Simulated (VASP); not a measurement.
Ir3Os, 4 atoms in the cell. Symmetry: Pm-3m, No. 221, cubic system. Conventional cell: a = 3.848 Å, b = 3.848 Å, c = 3.848 Å, α = 90.00°, β = 90.00°, γ = 90.00°. Os (site symmetry m-3m) has 12 Ir at 2.72 Å within 3.6 Å. Ir (site symmetry 4/mmm) has 4 Os at 2.72 Å and 8 Ir at 2.72 Å within 3.6 Å. 

```yaml
Program: VASP 6.6.1
Task: relaxation of volume and atoms at fixed shape
Functional: PBEsol
Potentials_or_basis: VASP PAW PBE potentials, release 64 (Os, Ir)
Cutoff: 600 eV
k_mesh: 7 × 7 × 7
Occupations: fermi-dirac, width 0.05 eV
Spin: no spin polarisation
Dipole_correction: no
Further_INCAR_settings: ALGO = Normal; EDIFF = 1e-06; IBRION = 2; EDIFFG = -0.02; NSW = 80; ISIF = 8
```

Potentials or basis: VASP PAW PBE potentials, release 64 (Os, Ir).

Command:

```console
$ cat potpaw_PBE.64/Os/POTCAR potpaw_PBE.64/Ir/POTCAR > POTCAR
$ mpirun -np 1 vasp_std > vasp.out
```

Hardware: 1 thread of Intel(R) Xeon(R) Platinum 8488C (Sapphire Rapids), on a shared host.

**Question.** How long does it take, and how much memory?

**Answer.** It took 57 s on 1 thread of Intel(R) Xeon(R) Platinum 8488C (Sapphire Rapids), with other jobs on the host, peak memory 0.2 GiB. Counts: scf iterations 33, k points 20, ion steps 3.
